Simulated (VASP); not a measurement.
# Ge3N4 (Fd-3m) in VASP: a series of runs

The runs below take Ge3N4 through relaxation of the atoms, with PBE.

Program: VASP 6.6.1. These are calculated values, not measurements. Logs are shortened: lines on timing, memory, paths and dates and some standing lists are left out, and cuts for length are marked.

**1. The cell of the first run**

It takes space group Fd-3m (No. 227, cubic). Conventional cell: a = 8.309 Å, b = 8.309 Å, c = 8.309 Å, α = 90.00°, β = 90.00°, γ = 90.00°. Ge (site symmetry -3m) has 6 N at 2.01 Å within 2.7 Å. Within 2.5 Å of Ge (site symmetry -43m) lie 4 N at 1.92 Å. N (site symmetry 3m) has 4 Ge at 1.92 to 2.01 Å within 2.5 Å.

**2. Relaxation of the atoms, PBE**

INCAR reads:

```
PREC     = Accurate       # precision mode
ENCUT    = 520            # plane-wave cutoff, eV
EDIFF    = 1E-7           # SCF threshold, eV
ISMEAR   = -1             # smearing method
SIGMA    = 0.02           # smearing width, eV
LREAL    = F              # projectors in reciprocal space
LASPH    = T              # aspherical terms in the spheres
NELM     = 120            # most SCF steps
ALGO     = Normal         # electronic algorithm
ISIF     = 2              # what is computed and relaxed
LWAVE    = F              # write WAVECAR
LCHARG   = F              # write CHGCAR
GGA      = PE             # functional
IBRION   = 2              # ionic algorithm
NSW      = 80             # ionic steps
EDIFFG   = -0.02          # ionic threshold
GGA_COMPAT= F            
NELMIN   = 4            
KPAR     = 4
```

KPOINTS reads:

```
Automatic mesh
0
Gamma
  6 6 6
```

POSCAR reads:

```
Ge3N4
1.0
    0.0000000000      4.1545500000      4.1545500000
    4.1545500000      0.0000000000      4.1545500000
    4.1545500000      4.1545500000      0.0000000000
Ge N
6 8
Direct
    0.1250000000      0.1250000000      0.1250000000
    0.6250000000      0.1250000000      0.1250000000
    0.1250000000      0.1250000000      0.6250000000
    0.1250000000      0.6250000000      0.1250000000
    0.5000000000      0.5000000000      0.5000000000
    0.7500000000      0.7500000000      0.7500000000
    0.8832000000      0.8832000000      0.8832000000
    0.8996000000      0.3668000000      0.3668000000
    0.8832000000      0.8832000000      0.3504000000
    0.3668000000      0.8996000000      0.3668000000
    0.3504000000      0.8832000000      0.8832000000
    0.3668000000      0.3668000000      0.3668000000
    0.8832000000      0.3504000000      0.8832000000
    0.3668000000      0.3668000000      0.8996000000
```

Potentials or basis: VASP PAW PBE potentials, release 64 (Ge_d, N).

Run with:

```console
$ cat potpaw_PBE.64/Ge_d/POTCAR potpaw_PBE.64/N/POTCAR > POTCAR
$ mpirun -np 4 vasp_std > vasp.out
```

OUTCAR:

```text
PREC = Accurate
   ENCUT = 520
   EDIFF = 1E-7
   ISMEAR = -1
   LREAL = F
   LASPH = T
   NELM = 120
   ISIF = 2
   GGA = PE
   IBRION = 2
   NSW = 80
   EDIFFG = -0.02
   NELMIN = 4

 ion  position               nearest neighbor table
   1  0.125  0.125  0.125-   8 2.01   9 2.01  10 2.01  11 2.01  13 2.01  14 2.01
   2  0.625  0.125  0.125-   7 2.01  12 2.01  10 2.01   9 2.01  13 2.01  14 2.01
   3  0.125  0.125  0.625-   7 2.01  12 2.01  10 2.01  11 2.01   8 2.01  13 2.01
   4  0.125  0.625  0.125-   7 2.01  12 2.01   9 2.01  11 2.01   8 2.01  14 2.01
   5  0.500  0.500  0.500-   8 1.92  10 1.92  14 1.92  12 1.92
   6  0.750  0.750  0.750-   9 1.92  11 1.92  13 1.92   7 1.92
   7  0.883  0.883  0.883-   6 1.92   3 2.01   4 2.01   2 2.01
   8  0.900  0.367  0.367-   5 1.92   1 2.01   4 2.01   3 2.01
   9  0.883  0.883  0.350-   6 1.92   1 2.01   4 2.01   2 2.01
  10  0.367  0.900  0.367-   5 1.92   1 2.01   3 2.01   2 2.01
  11  0.350  0.883  0.883-   6 1.92   1 2.01   4 2.01   3 2.01
  12  0.367  0.367  0.367-   5 1.92   3 2.01   4 2.01   2 2.01
  13  0.883  0.350  0.883-   6 1.92   1 2.01   3 2.01   2 2.01
  14  0.367  0.367  0.900-   5 1.92   1 2.01   4 2.01   2 2.01

  LATTYP: Found a face centered cubic cell.
 ALAT       =     8.3091000000

  Lattice vectors:

 A1 = (   0.0000000000,   4.1545500000,   4.1545500000)
 A2 = (   4.1545500000,   0.0000000000,   4.1545500000)
 A3 = (   4.1545500000,   4.1545500000,   0.0000000000)

Analysis of symmetry for initial positions (statically):
=====================================================================
 Subroutine PRICEL returns:
 Original cell was already a primitive cell.

 Routine SETGRP: Setting up the symmetry group for a
 face centered cubic supercell.

 Subroutine GETGRP returns: Found 48 space group operations
 (whereof 24 operations were pure point group operations)
 out of a pool of 48 trial point group operations.

The static configuration has the point symmetry T_d .
 The point group associated with its full space group is O_h .

Analysis of symmetry for dynamics (positions and initial velocities):
=====================================================================
 Subroutine PRICEL returns:
 Original cell was already a primitive cell.

 Routine SETGRP: Setting up the symmetry group for a
 face centered cubic supercell.

 Subroutine GETGRP returns: Found 48 space group operations
 (whereof 24 operations were pure point group operations)
 out of a pool of 48 trial point group operations.

The dynamic configuration has the point symmetry T_d .
 The point group associated with its full space group is O_h .

 Subroutine INISYM returns: Found 48 space group operations
 (whereof 24 operations are pure point group operations),
 and found     1 'primitive' translations

----------------------------------------------------------------------------------------

                                     Primitive cell

  volume of cell :     143.4174

  direct lattice vectors                    reciprocal lattice vectors
     0.000000000  4.154550000  4.154550000    -0.120349978  0.120349978  0.120349978
     4.154550000  0.000000000  4.154550000     0.120349978 -0.120349978  0.120349978
     4.154550000  4.154550000  0.000000000     0.120349978  0.120349978 -0.120349978

  length of vectors
     5.875420956  5.875420956  5.875420956     0.208452276  0.208452276  0.208452276

  position of ions in fractional coordinates (direct lattice)
     0.125000000  0.125000000  0.125000000
     0.625000000  0.125000000  0.125000000
     0.125000000  0.125000000  0.625000000
     0.125000000  0.625000000  0.125000000
     0.500000000  0.500000000  0.500000000
     0.750000000  0.750000000  0.750000000
     0.883200000  0.883200000  0.883200000
     0.899600000  0.366800000  0.366800000
     0.883200000  0.883200000  0.350400000
     0.366800000  0.899600000  0.366800000
     0.350400000  0.883200000  0.883200000
     0.366800000  0.366800000  0.366800000
     0.883200000  0.350400000  0.883200000
     0.366800000  0.366800000  0.899600000

  ion indices of the primitive-cell ions
   primitive index   ion index
                 1           1
                 2           2
                 3           3
                 4           4
                 5           5
                 6           6
                 7           7
                 8           8
                 9           9
                10          10
                11          11
                12          12
                13          13
                14          14

----------------------------------------------------------------------------------------

 KPOINTS: Automatic mesh

Automatic generation of k-mesh.
 Grid dimensions read from file:
 generate k-points for:    6    6    6

 Generating k-lattice:

  Cartesian coordinates                     Fractional coordinates (reciprocal lattice)
    -0.020058330  0.020058330  0.020058330     0.166666667  0.000000000  0.000000000
     0.020058330 -0.020058330  0.020058330     0.000000000  0.166666667  0.000000000
     0.020058330  0.020058330 -0.020058330     0.000000000  0.000000000  0.166666667

  Length of vectors
     0.034742046  0.034742046  0.034742046

  Shift w.r.t. Gamma in fractional coordinates (k-lattice)
     0.000000000  0.000000000  0.000000000

 Subroutine IBZKPT returns following result:
 ===========================================

 Found     16 irreducible k-points:

 Following reciprocal coordinates:
            Coordinates               Weight
  0.000000  0.000000  0.000000      1.000000
  0.166667  0.000000  0.000000      8.000000
  0.333333  0.000000  0.000000      8.000000
  0.500000  0.000000  0.000000      4.000000
  0.166667  0.166667  0.000000      6.000000
  0.333333  0.166667  0.000000     24.000000
[... 8 lines left out ...]
 -0.333333  0.333333  0.166667     24.000000
 -0.333333  0.500000  0.166667     12.000000
   k-points           NKPTS =     16   k-points in BZ     NKDIM =     16   number of bands    NBANDS=     74
   number of dos      NEDOS =    301   number of ions     NIONS =     14
   total plane-waves  NPLWV = 110592
   dimension x,y,z NGX =    48 NGY =   48 NGZ =   48
   dimension x,y,z NGXF=    96 NGYF=   96 NGZF=   96
   ions per type =               6   8
   NGX,Y,Z   is equivalent  to a cutoff of  13.58, 13.58, 13.58 a.u.
   NGXF,Y,Z  is equivalent  to a cutoff of  27.16, 27.16, 27.16 a.u.
 SYSTEM =  unknown system
   PREC   = accura    normal or accurate (medium, high low for compatibility)
   ISTART =      0    job   : 0-new  1-cont  2-samecut
   ICHARG =      2    charge: 1-file 2-atom 10-const
   ISPIN  =      1    spin polarized calculation?
   LNONCOLLINEAR =      F non collinear calculations
   LSORBIT =      F    spin-orbit coupling
   LASPH  =      T    aspherical Exc in radial PAW
   ENCUT  =  520.0 eV  38.22 Ry    6.18 a.u.  10.92 10.92 10.92*2*pi/ulx,y,z
   NELM   =    120;   NELMIN=  4; NELMDL= -5     # of ELM steps
   EDIFF  = 0.1E-06   stopping-criterion for ELM
   LREAL  =      F    real-space projection
   EDIFFG = -.2E-01   stopping-criterion for IOM
   NSW    =     80    number of steps for IOM
   IBRION =      2    ionic relax: 0-MD 1-quasi-New 2-CG
   NFREE  =      1    steps in history (QN), initial steepest desc. (CG)
   ISIF   =      2    stress and relaxation
   ISYM   =      2    0-nonsym 1-usesym 2-fastsym
   POTIM  = 0.5000    time-step for ionic-motion
   TEBEG  =    0.0;   TEEND  =   0.0 temperature during run
   PSTRESS=    0.0 pullay stress
   NELECT =     124.0000    total number of electrons
   NUPDOWN=      -1.0000    fix difference up-down
   EMIN   =  10.00;   EMAX   =-10.00  energy-range for DOS
   EFERMI =   0.00;   METHOD = LEGACY
   ISMEAR =    -1;   SIGMA  =   0.02  broadening in eV -4-tet -1-fermi 0-gaus
   EFERMI_NEDOS =   21; number of points for ismear=-14 and -15
   IALGO  =     38    algorithm
   IMIX   =      4    mixing-type and parameters
     AMIX     =   0.40;   BMIX     =  1.00
     AMIX_MAG =   1.60;   BMIX_MAG =  1.00
  volume/ion in A,a.u.               =      10.24        69.13
  Fermi-wavevector in a.u.,A,eV,Ry     =   1.559605  2.947227 33.094391  2.432369
  Thomas-Fermi vector in A             =   2.662939
   LORBIT       =      0    0 simple, 1 ext, 2 COOP (PROOUT), +10 PAW based schemes
   GGA     = PE    functional components
   LHFCALC =     F    Hartree Fock is set to
   AEXX    =    0.0000 exact exchange contribution
   IVDW    =     0    specifies the selected vdW correction
   LEPSILON=     F    determine dielectric tensor
   LRPA    =     F    only Hartree local field effects (RPA)
 conjugate gradient relaxation of ions
 non-spin polarized calculation
  energy-cutoff  :      520.00
  volume of cell :      143.42
 maximum number of plane-waves:      3892
 NGX is ok and might be reduce to    48
   NGX = 21   NGY = 21   NGZ = 21

 number of electron     123.9999946 magnetization

 Free energy of the ion-electron system (eV)
  ---------------------------------------------------
  ext. energy  EPLUGINS =         0.00000000
  ---------------------------------------------------
  free energy    TOTEN  =       -92.78912996 eV

  energy without entropy =      -92.78912996  energy(sigma->0) =      -92.78912996

 E-fermi :   7.4613     XC(G=0): -12.2522

 val. band max:        6.9729594770   @ k =   0.0000   0.0000   0.0000
 cond. band min:       8.8835678284   @ k =   0.0000   0.0000   0.0000
 fundamental gap:      1.9106083515
 Fermi energy:         7.4612626531

 k-point     1 :       0.0000    0.0000    0.0000
  band No.  band energies     occupation
      1     -17.3483      2.00000
      2     -17.3483      2.00000
      3     -17.3483      2.00000
      4     -17.3385      2.00000
      5     -17.3385      2.00000
      6     -17.3385      2.00000
[... 1221 lines left out ...]
     73      15.7000      0.00000
     74      15.7584      0.00000

------------------------ aborting loop because EDIFF is reached ----------------------------------------

  FORCE on cell =-STRESS in cart. coord.  units (eV):
  Direction    XX          YY          ZZ          XY          YZ          ZX
  --------------------------------------------------------------------------------------
  -------------------------------------------------------------------------------------
  Total        0.2115076      0.2115076      0.2115076      0.0000000      0.0000000     -0.0000000
  in kB        2.3628420      2.3628420      2.3628420      0.0000000      0.0000000     -0.0000000
  external PRESSURE =       2.3628420 kB  Pullay stress =       0.0000000 kB

 VOLUME and BASIS-vectors are now :
 -----------------------------------------------------------------------------
  energy-cutoff  :      520.00
  volume of cell :      143.42
      direct lattice vectors                 reciprocal lattice vectors
     0.000000000  4.154550000  4.154550000    -0.120349978  0.120349978  0.120349978
     4.154550000  0.000000000  4.154550000     0.120349978 -0.120349978  0.120349978
     4.154550000  4.154550000  0.000000000     0.120349978  0.120349978 -0.120349978

 POSITION                                       TOTAL-FORCE (eV/Angst)
 -----------------------------------------------------------------------------------
      1.03864      1.03864      1.03864        -0.000000     -0.000000     -0.000000
      1.03864      3.11591      3.11591        -0.000000     -0.000000     -0.000000
      3.11591      3.11591      1.03864        -0.000000     -0.000000     -0.000000
      3.11591      1.03864      3.11591        -0.000000     -0.000000     -0.000000
      4.15455      4.15455      4.15455        -0.000000     -0.000000     -0.000000
      6.23183      6.23183      6.23183        -0.000000     -0.000000     -0.000000
      7.33860      7.33860      7.33860        -0.003852     -0.003852     -0.003852
      3.04778      5.26132      5.26132         0.003852     -0.003852     -0.003852
      5.12505      5.12505      7.33860         0.003852      0.003852     -0.003852
      5.26132      3.04778      5.26132        -0.003852      0.003852     -0.003852
      7.33860      5.12505      5.12505        -0.003852      0.003852      0.003852
      3.04778      3.04778      3.04778         0.003852      0.003852      0.003852
      5.12505      7.33860      5.12505         0.003852     -0.003852      0.003852
      5.26132      5.26132      3.04778        -0.003852     -0.003852      0.003852
 -----------------------------------------------------------------------------------
    total drift:                                0.000000      0.000000      0.000000

  FREE ENERGIE OF THE ION-ELECTRON SYSTEM (eV)
  ---------------------------------------------------
  free  energy   TOTEN  =       -92.7891299614 eV

  energy  without entropy=      -92.7891299614  energy(sigma->0) =      -92.78912996

 reached required accuracy - stopping structural energy minimisation
```

Run time: 1.7 min. Hardware: 4 MPI ranks of Intel Xeon Platinum 8488C (Sapphire Rapids), shared host; peak memory 0.35 GiB.

What came out:

* Free energy: -92.7891 eV
* Pressure after relaxing: 0.2 GPa
* Largest force after relaxing: 0.007 eV/Å
* Band gap on the k mesh: 1.91 eV

Forces in eV/Å, atoms in the order of the input:
```
Ge   0.000  0.000  0.000
Ge   0.000  0.000  0.000
Ge   0.000  0.000  0.000
Ge   0.000  0.000  0.000
Ge   0.000  0.000  0.000
Ge   0.000  0.000  0.000
N   -0.004 -0.004 -0.004
N    0.004 -0.004 -0.004
N    0.004  0.004 -0.004
N   -0.004  0.004 -0.004
N   -0.004  0.004  0.004
N    0.004  0.004  0.004
N    0.004 -0.004  0.004
N   -0.004 -0.004  0.004
```

Final structure:
```xyz
14
Lattice="0.0000 4.1546 4.1546 4.1546 0.0000 4.1546 4.1546 4.1546 0.0000" Properties=species:S:1:pos:R:3 pbc="T T T"
Ge    1.0386    1.0386    1.0386
Ge    1.0386    3.1159    3.1159
Ge    3.1159    3.1159    1.0386
Ge    3.1159    1.0386    3.1159
Ge    4.1546    4.1546    4.1546
Ge    6.2318    6.2318    6.2318
N     7.3386    7.3386    7.3386
N     3.0478    5.2613    5.2613
N     5.1251    5.1251    7.3386
N     5.2613    3.0478    5.2613
N     7.3386    5.1251    5.1251
N     3.0478    3.0478    3.0478
N     5.1251    7.3386    5.1251
N     5.2613    5.2613    3.0478
```

Levels at points of the mesh, in eV from the valence-band top:
```csv
k point,band 58,band 59,band 60,band 61,band 62,band 63,band 64,band 65,band 66,band 67
"(0.00, 0.00, 0.00)",-0.30,-0.30,0.00,0.00,0.00,1.91,2.14,2.14,2.14,2.56
"(0.50, 0.00, 0.00)",-0.67,-0.67,-0.55,-0.09,-0.09,3.54,3.65,4.72,4.72,5.07
"(0.50, 0.50, 0.00)",-1.73,-0.95,-0.95,-0.15,-0.15,4.72,4.72,5.49,5.49,5.87
```

Caveat: the relaxation stopped at its first step, so nothing moved. A k mesh can miss the band edges.

**3. Relaxation of the atoms, PBE (10.35 Å³/atom)**

This run uses another cell than the first one, of 10.35 Å³/atom.

INCAR reads:

```
SYSTEM = Ge3N4
ALGO = Normal
EDIFF = 1E-7
EDIFFG = -0.02
ENCUT = 520
GGA = PE
GGA_COMPAT = .False.
IBRION = 2
ISIF = 2
ISMEAR = -1
KPAR = 4
LASPH = .True.
LCHARG = .False.
LREAL = .False.
LWAVE = .False.
NELM = 120
NELMIN = 4
NSW = 80
PREC = Accurate
SIGMA = 0.02
```

KPOINTS reads:

```
k-points
0
Gamma
  6 6 6
  0 0 0
```

Changes to POSCAR since step 2:

```diff
@@ -2,5 +2,5 @@
 1.0
-    0.0000000000      4.1545500000      4.1545500000
-    4.1545500000      0.0000000000      4.1545500000
-    4.1545500000      4.1545500000      0.0000000000
+    0.0000000000      4.1683525931      4.1683525931
+    4.1683525931      0.0000000000      4.1683525931
+    4.1683525931      4.1683525931      0.0000000000
 Ge N
```

Potentials or basis: VASP PAW PBE potentials, release 64 (Ge_d, N).

Run with:

```console
$ cat potpaw_PBE.64/Ge_d/POTCAR potpaw_PBE.64/N/POTCAR > POTCAR
$ mpirun -np 4 vasp_std > vasp.out
```

Run time: 90 s. Hardware: 4 MPI ranks of AMD EPYC 7R13 (Zen 3), shared host; peak memory 0.38 GiB.

The run converged. Its results:

* Free energy: -92.7831 eV
* Energy gained by relaxing: 0.0 meV/atom
* Ionic steps: 2
* Pressure after relaxing: -1.8 GPa
* Largest force after relaxing: 0.018 eV/Å
* Band gap on the k mesh: 1.78 eV

Forces in eV/Å, atoms in the order of the input:
```
Ge   0.000  0.000  0.000
Ge   0.000  0.000  0.000
Ge   0.000  0.000  0.000
Ge   0.000  0.000  0.000
Ge   0.000  0.000  0.000
Ge   0.000  0.000  0.000
N   -0.010 -0.010 -0.010
N    0.010 -0.010 -0.010
N    0.010  0.010 -0.010
N   -0.010  0.010 -0.010
N   -0.010  0.010  0.010
N    0.010  0.010  0.010
N    0.010 -0.010  0.010
N   -0.010 -0.010  0.010
```

The path:
```csv
step,energy change (eV),largest force (eV/Å),pressure (GPa)
1,0.0000,0.0340,-1.88
2,-0.0001,0.0179,-1.82
```

Final structure:
```yaml
crystal:
  lattice:
    - [0.00000, 4.16835, 4.16835]
    - [4.16835, 0.00000, 4.16835]
    - [4.16835, 4.16835, 0.00000]
  atoms:
    - { symbol: Ge, position: [0.12500, 0.12500, 0.12500] }
    - { symbol: Ge, position: [0.62500, 0.12500, 0.12500] }
    - { symbol: Ge, position: [0.12500, 0.12500, 0.62500] }
    - { symbol: Ge, position: [0.12500, 0.62500, 0.12500] }
    - { symbol: Ge, position: [0.50000, 0.50000, 0.50000] }
    - { symbol: Ge, position: [0.75000, 0.75000, 0.75000] }
    - { symbol: N, position: [0.88331, 0.88331, 0.88331] }
    - { symbol: N, position: [0.89994, 0.36669, 0.36669] }
    - { symbol: N, position: [0.88331, 0.88331, 0.35006] }
    - { symbol: N, position: [0.36669, 0.89994, 0.36669] }
    - { symbol: N, position: [0.35006, 0.88331, 0.88331] }
    - { symbol: N, position: [0.36669, 0.36669, 0.36669] }
    - { symbol: N, position: [0.88331, 0.35006, 0.88331] }
    - { symbol: N, position: [0.36669, 0.36669, 0.89994] }
```

Levels at points of the mesh, in eV from the valence-band top:
| k point | band 59 | band 60 | band 61 | band 62 | band 63 | band 64 | band 65 | band 66 |
| --- | --- | --- | --- | --- | --- | --- | --- | --- |
| (0.00, 0.00, 0.00) | -0.30 | 0.00 | 0.00 | 0.00 | 1.78 | 2.11 | 2.11 | 2.11 |
| (0.50, 0.00, 0.00) | -0.67 | -0.54 | -0.09 | -0.09 | 3.47 | 3.56 | 4.66 | 4.66 |
| (0.50, 0.50, 0.00) | -0.94 | -0.94 | -0.15 | -0.15 | 4.63 | 4.63 | 5.42 | 5.42 |
